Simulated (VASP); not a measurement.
# Au (P2_1/m) in VASP: further runs

Au is run at these levels: PBEsol; tasks: single point.

All numbers are computed with VASP 6.6.1; they aren't measurements. Logs are shortened: lines on timing, memory, paths and dates and some standing lists are left out, and cuts for length are marked.

## Step 1: The cell of the first run

Symmetry: P2_1/m, No. 11, monoclinic system. Conventional cell: a = 2.900 Å, b = 4.880 Å, c = 2.900 Å, α = 90.00°, β = 120.00°, γ = 90.00°. Within 3.7 Å of Au (site symmetry m) lie 12 Au at 2.84 to 3.06 Å.

## Step 2: Single point, PBEsol (atom 1 (Au) moved by (-0.225, +0.000) A along [1 1 0] and z)

Contents of INCAR:

```
SYSTEM = Au
ALGO = Fast ; EDIFF = 1E-6
ENCUT = 520 ; GGA = PS
ISIF = 2 ; ISMEAR = 0
LASPH = .TRUE. ; LCHARG = .FALSE.
LREAL = .FALSE. ; LWAVE = .FALSE.
NBANDS = 18 ; NELM = 80
PREC = Accurate ; SIGMA = 0.15
```

Contents of KPOINTS:

```
k-points
0
G
  18 18 10
  0 0 0
```

Contents of POSCAR:

```
Au
1.0
    2.8999984104      0.0000000000      0.0000000000
   -1.4499992052      2.5114722944      0.0000000000
    0.0000000000      0.0000000000      4.8800000000
Au
2
Direct
    0.2467971165      0.6033177593      0.7500000000
    0.6666666667      0.3333333333      0.2500000000
```

Potentials or basis: VASP PAW PBE potentials, release 64 (Au).

On the command line:

```bash
cat potpaw_PBE.64/Au/POTCAR > POTCAR
mpirun -np 1 vasp_std > vasp.out
```

OUTCAR:

```text
SYSTEM = Au
   EDIFF = 1E-6
   ENCUT = 520
   GGA = PS
   ISIF = 2
   ISMEAR = 0
   LASPH = .TRUE.
   LREAL = .FALSE.
   NELM = 80
   PREC = Accurate

 ion  position               nearest neighbor table
   1  0.247  0.603  0.750-   2 2.84   2 2.84   2 3.00   2 3.00   2 3.06   2 3.06
   2  0.667  0.333  0.250-   1 2.84   1 2.84   1 3.00   1 3.00   1 3.06   1 3.06

  LATTYP: Found a hexagonal cell.
 ALAT       =     2.8999984104
 C/A-ratio  =     1.6827595431

  Lattice vectors:

 A1 = (   2.8999984104,   0.0000000000,   0.0000000000)
 A2 = (  -1.4499992052,   2.5114722944,   0.0000000000)
 A3 = (   0.0000000000,   0.0000000000,   4.8800000000)

Analysis of symmetry for initial positions (statically):
=====================================================================
 Subroutine PRICEL returns:
 Original cell was already a primitive cell.

 Routine SETGRP: Setting up the symmetry group for a
 hexagonal supercell.

 Subroutine GETGRP returns: Found  4 space group operations
 (whereof  1 operations were pure point group operations)
 out of a pool of 24 trial point group operations.

The static configuration has the point symmetry C_1 .
 The point group associated with its full space group is C_2h.

Analysis of symmetry for dynamics (positions and initial velocities):
=====================================================================
 Subroutine PRICEL returns:
 Original cell was already a primitive cell.

 Routine SETGRP: Setting up the symmetry group for a
 hexagonal supercell.

 Subroutine GETGRP returns: Found  4 space group operations
 (whereof  1 operations were pure point group operations)
 out of a pool of 24 trial point group operations.

The dynamic configuration has the point symmetry C_1 .
 The point group associated with its full space group is C_2h.

 Subroutine INISYM returns: Found  4 space group operations
 (whereof  1 operations are pure point group operations),
 and found     1 'primitive' translations

----------------------------------------------------------------------------------------

                                     Primitive cell

  volume of cell :      35.5423

  direct lattice vectors                    reciprocal lattice vectors
     2.899998410  0.000000000  0.000000000     0.344827775  0.199086409  0.000000000
    -1.449999205  2.511472294  0.000000000     0.000000000  0.398172818  0.000000000
     0.000000000  0.000000000  4.880000000     0.000000000  0.000000000  0.204918033

  length of vectors
[... 78 lines left out ...]
   LSORBIT =      F    spin-orbit coupling
   LASPH  =      T    aspherical Exc in radial PAW
   ENCUT  =  520.0 eV  38.22 Ry    6.18 a.u.   5.39  5.39  9.07*2*pi/ulx,y,z
   NELM   =     80;   NELMIN=  2; NELMDL= -5     # of ELM steps
   EDIFF  = 0.1E-05   stopping-criterion for ELM
   LREAL  =      F    real-space projection
   EDIFFG = 0.1E-04   stopping-criterion for IOM
   NSW    =      0    number of steps for IOM
   IBRION =     -1    ionic relax: 0-MD 1-quasi-New 2-CG
   NFREE  =      0    steps in history (QN), initial steepest desc. (CG)
   ISIF   =      2    stress and relaxation
   ISYM   =      2    0-nonsym 1-usesym 2-fastsym
   POTIM  = 0.5000    time-step for ionic-motion
   TEBEG  =    0.0;   TEEND  =   0.0 temperature during run
   PSTRESS=    0.0 pullay stress
   NELECT =      22.0000    total number of electrons
   NUPDOWN=      -1.0000    fix difference up-down
   EMIN   =  10.00;   EMAX   =-10.00  energy-range for DOS
   EFERMI =   0.00;   METHOD = LEGACY
   ISMEAR =     0;   SIGMA  =   0.15  broadening in eV -4-tet -1-fermi 0-gaus
   EFERMI_NEDOS =   21; number of points for ismear=-14 and -15
   IALGO  =     68    algorithm
   IMIX   =      4    mixing-type and parameters
     AMIX     =   0.40;   BMIX     =  1.00
     AMIX_MAG =   1.60;   BMIX_MAG =  1.00
  volume/ion in A,a.u.               =      17.77       119.93
  Fermi-wavevector in a.u.,A,eV,Ry     =   1.395191  2.636529 26.484537  1.946559
  Thomas-Fermi vector in A             =   2.518667
   LORBIT       =      0    0 simple, 1 ext, 2 COOP (PROOUT), +10 PAW based schemes
   GGA     = PS    functional components
   LHFCALC =     F    Hartree Fock is set to
   AEXX    =    0.0000 exact exchange contribution
   IVDW    =     0    specifies the selected vdW correction
   LEPSILON=     F    determine dielectric tensor
   LRPA    =     F    only Hartree local field effects (RPA)
 non-spin polarized calculation
 RMM-DIIS sequential band-by-band and
 Gauss-broadening in eV      SIGMA  =   0.15
  energy-cutoff  :      520.00
  volume of cell :       35.54
 maximum number of plane-waves:       984
 NGX is ok and might be reduce to    24
   NGX = 11   NGY = 11   NGZ = 19

 number of electron      22.0000001 magnetization

 Free energy of the ion-electron system (eV)
  ---------------------------------------------------
  ext. energy  EPLUGINS =         0.00000000
  ---------------------------------------------------
  free energy    TOTEN  =        -7.78761803 eV

  energy without entropy =       -7.77797270  energy(sigma->0) =       -7.78279537

 E-fermi :   8.5488     XC(G=0): -12.6347

 val. band max:        8.5487363103   @ k =   0.3889   0.1111   0.2000
 cond. band min:       8.5492452418   @ k =  -0.2222   0.5000   0.2000
 fundamental gap:      0.0005089314
 Fermi energy:         8.5488348193

 k-point     1 :       0.0000    0.0000    0.0000
  band No.  band energies     occupation
      1      -0.8909      2.00000
      2       1.5495      2.00000
      3       3.8102      2.00000
      4       4.1903      2.00000
      5       4.2991      2.00000
      6       4.4448      2.00000
[... 481 lines left out ...]
      5       4.4948      2.00000
      6       4.7770      2.00000
[... 10 lines left out ...]
     17      20.9462      0.00000
     18      23.5783      0.00000

 [... further k-points ...]
[... 5 lines left out ...]
  --------------------------------------------------------------------------------------
  -------------------------------------------------------------------------------------
  Total       -1.4079333     -1.5072702     -1.1884648      0.0591673      0.0000000      0.0000000
  in kB      -63.4668108    -67.9447201    -53.5736111      2.6671420      0.0000000      0.0000000
  external PRESSURE =     -61.6617140 kB  Pullay stress =       0.0000000 kB

 VOLUME and BASIS-vectors are now :
 -----------------------------------------------------------------------------
  energy-cutoff  :      520.00
  volume of cell :       35.54
      direct lattice vectors                 reciprocal lattice vectors
     2.899998410  0.000000000  0.000000000     0.344827775  0.199086409  0.000000000
    -1.449999205  2.511472294  0.000000000     0.000000000  0.398172818  0.000000000
     0.000000000  0.000000000  4.880000000     0.000000000  0.000000000  0.204918033

 POSITION                                       TOTAL-FORCE (eV/Angst)
 -----------------------------------------------------------------------------------
     -0.15910      1.51522      3.66000         0.124261      0.061607     -0.000000
      1.45000      0.83716      1.22000        -0.124261     -0.061607      0.000000
 -----------------------------------------------------------------------------------
    total drift:                               -0.000005     -0.000001     -0.000000

  FREE ENERGIE OF THE ION-ELECTRON SYSTEM (eV)
  ---------------------------------------------------
  free  energy   TOTEN  =        -7.7876180292 eV

  energy  without entropy=       -7.7779727035  energy(sigma->0) =       -7.78279537
```

OSZICAR:

```text
N       E                     dE             d eps       ncg     rms          rms(c)
DAV:   1     0.121355282677E+03    0.12136E+03   -0.11660E+04 35448   0.118E+03
DAV:   2    -0.638143215157E+01   -0.12774E+03   -0.12187E+03 37476   0.259E+02
DAV:   3    -0.846309980958E+01   -0.20817E+01   -0.20696E+01 41144   0.333E+01
DAV:   4    -0.847211322451E+01   -0.90134E-02   -0.90123E-02 39068   0.231E+00
DAV:   5    -0.847219513589E+01   -0.81911E-04   -0.81911E-04 39220   0.236E-01    0.119E+01
RMM:   6    -0.782911250454E+01    0.64308E+00   -0.11667E+00 35433   0.800E+00    0.754E+00
RMM:   7    -0.779294121436E+01    0.36171E-01   -0.12512E-01 36397   0.279E+00    0.357E+00
RMM:   8    -0.778778094088E+01    0.51603E-02   -0.15141E-02 36911   0.942E-01    0.584E-01
RMM:   9    -0.778761799726E+01    0.16294E-03   -0.13552E-03 39043   0.277E-01    0.165E-01
RMM:  10    -0.778762599251E+01   -0.79953E-05   -0.18189E-04 39254   0.904E-02    0.140E-01
RMM:  11    -0.778761793221E+01    0.80603E-05   -0.32575E-05 38560   0.414E-02    0.170E-02
RMM:  12    -0.778761802921E+01   -0.96999E-07   -0.46351E-06 32445   0.145E-02
   1 F= -.77876180E+01 E0= -.77827954E+01  d E =-.964533E-02
```

stdout:

```text
POSCAR found type information on POSCAR Au
 POSCAR found :  1 types and       2 ions
 scaLAPACK will be used
 -----------------------------------------------------------------------------
|                                                                             |
|                                                                             |
|     You enforced a specific xc type in the INCAR file but a different       |
|     I HOPE YOU KNOW WHAT YOU ARE DOING!                                     |
|                                                                             |
 -----------------------------------------------------------------------------

 LDA part: xc-table for (Slater+PW92), standard interpolation
 POSCAR, INCAR and KPOINTS ok, starting setup
 FFT: planning ... GRIDC
 FFT: planning ... GRID_SOFT
 FFT: planning ... GRID
 WAVECAR not read
 entering main loop
```

Wall time 2.4 min (1 thread of Intel Xeon 6975P-C (Granite Rapids), shared host); peak memory 0.58 GiB.

What came out:

| Property | Result |
| --- | --- |
| Free energy | -7.7876 eV |
| Pressure | -6.2 GPa |
| Largest force | 0.139 eV/Å |
| Band gap on the k mesh | zero (band 11 reaches 12.46 eV, above the bottom of band 12 at 6.09 eV) |

Forces on the atoms (eV/Å):
```
Au   0.124  0.062  0.000
Au  -0.124 -0.062  0.000
```

Caveat: the cell differs from its parent crystal (atom 1 (Au) moved by (-0.225, +0.000) A along [1 1 0] and z); the PAW data sets were made with another functional, which shifts forces and pressure a little; spin-orbit coupling is left out, which moves the levels of the heavy elements.

## Step 3: Single point, PBEsol (atom 1 (Au) moved by (+0.225, +0.000) A along [1 1 0] and z)

Contents of INCAR:

```
SYSTEM = Au
PREC = Accurate ; ENCUT = 520
EDIFF = 1E-7 ; ISMEAR = 0
SIGMA = 0.15 ; LREAL = .FALSE.
LASPH = .TRUE. ; NELM = 60
ALGO = Fast ; ISIF = 2
LWAVE = .FALSE. ; LCHARG = .FALSE.
GGA = PS ; NBANDS = 18
```

Contents of KPOINTS:

```
regular mesh
0
G
  18 18 10
  0 0 0
```

POSCAR, as its differences from that of step 2:

```diff
@@ -8,3 +8,3 @@
 Direct
-    0.2467971165      0.6033177593      0.7500000000
+    0.4198695501      0.7300155740      0.7500000000
     0.6666666667      0.3333333333      0.2500000000
```

Potentials or basis: VASP PAW PBE potentials, release 64 (Au).

On the command line:

```bash
cat potpaw_PBE.64/Au/POTCAR > POTCAR
mpirun -np 1 vasp_std > vasp.out
```

It took 2.6 min on 1 thread of Intel Xeon 6975P-C (Granite Rapids), shared host; peak memory 0.58 GiB.

Results (log left out):

* Free energy: -7.7942 eV
* Pressure: -6.3 GPa
* Largest force: 0.064 eV/Å
* Band gap on the k mesh: zero (band 11 reaches 12.47 eV, above the bottom of band 12 at 6.09 eV)

Forces in eV/Å, atoms in the order of the input:
```
Au  -0.002 -0.064  0.000
Au   0.002  0.064  0.000
```

Stress tensor (GPa, compression positive):
```
-6.85 -0.21  0.00
-0.21 -6.37  0.00
 0.00  0.00 -5.78
```

Levels at points of the mesh, in eV from the Fermi level:
| k point | band 7 | band 8 | band 9 | band 10 | band 11 | band 12 | band 13 | band 14 | band 15 | band 16 |
| --- | --- | --- | --- | --- | --- | --- | --- | --- | --- | --- |
| (0.00, 0.00, 0.00) | -3.93 | -3.67 | -2.98 | -2.45 | -1.80 | -0.98 | 2.52 | 14.55 | 15.65 | 16.39 |
| (0.50, 0.00, 0.00) | -2.93 | -1.81 | -1.71 | -1.70 | -0.01 | 1.78 | 5.21 | 6.10 | 7.54 | 10.27 |
| (0.00, 0.50, 0.00) | -3.88 | -2.01 | -1.83 | -1.58 | 0.67 | 1.30 | 5.96 | 6.69 | 7.97 | 10.38 |
| (0.50, 0.50, 0.00) | -3.64 | -2.05 | -1.79 | -1.61 | 0.49 | 1.44 | 5.72 | 6.94 | 7.44 | 10.51 |
| (0.00, 0.00, 0.50) | -4.29 | -4.29 | -2.63 | -2.63 | -2.46 | -2.46 | 10.30 | 10.30 | 15.00 | 15.00 |
| (0.50, 0.00, 0.50) | -2.77 | -2.77 | -1.68 | -1.68 | 0.98 | 0.98 | 3.46 | 3.46 | 13.35 | 13.35 |
| (0.00, 0.50, 0.50) | -1.95 | -1.95 | -1.69 | -1.69 | 0.26 | 0.26 | 3.95 | 3.95 | 12.58 | 12.58 |
| (0.50, 0.50, 0.50) | -2.11 | -2.11 | -1.69 | -1.69 | 0.43 | 0.43 | 3.85 | 3.85 | 12.69 | 12.69 |

Caveat: the cell differs from its parent crystal (atom 1 (Au) moved by (+0.225, +0.000) A along [1 1 0] and z); the PAW data sets were made with another functional, which shifts forces and pressure a little; spin-orbit coupling is left out, which moves the levels of the heavy elements.
